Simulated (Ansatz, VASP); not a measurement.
# SiO2: VASP beside Ansatz

```
Si O
1.0
     4.20404    0.00000    0.00000
     0.00000    4.20404    0.00000
     0.00000    0.00000    2.68191
Si O
2 4
Direct
  0.00000 0.00000 0.00000
  0.50000 0.50000 0.50000
  0.30615 0.30615 0.00000
  0.19385 0.80615 0.50000
  0.69385 0.69385 0.00000
  0.80615 0.19385 0.50000
```

Alike in both runs: functional PBE; dispersion D3(BJ); k mesh 6 × 6 × 8; occupations gaussian, width 0.02 eV; no spin polarisation.

Ansatz relaxed the structure, and its values are those at the end. VASP's run is a single point on that final structure, the one shown.

```csv
,VASP,Ansatz
version,VASP 6.6.1,Ansatz 0.2.0
potentials or method,"VASP PAW PBE potentials, release 64 (Si, O), cutoff 520 eV","scalar-relativistic, plane waves, PAW"
valence electrons in the cell,32,32
```

VASP gave:

```
gap on the k mesh at the Fermi level (eV) : 5.30
least direct gap on the mesh (eV)         : 5.30
pressure (GPa)                            : 0.3
rms of the force components (eV/Å)        : 0.009
```

What did Ansatz give for the same quantities?

gap on the k mesh at the Fermi level (eV): 5.31; least direct gap on the mesh (eV): 5.31; pressure (GPa): 0.0; rms of the force components (eV/Å): 0.000.
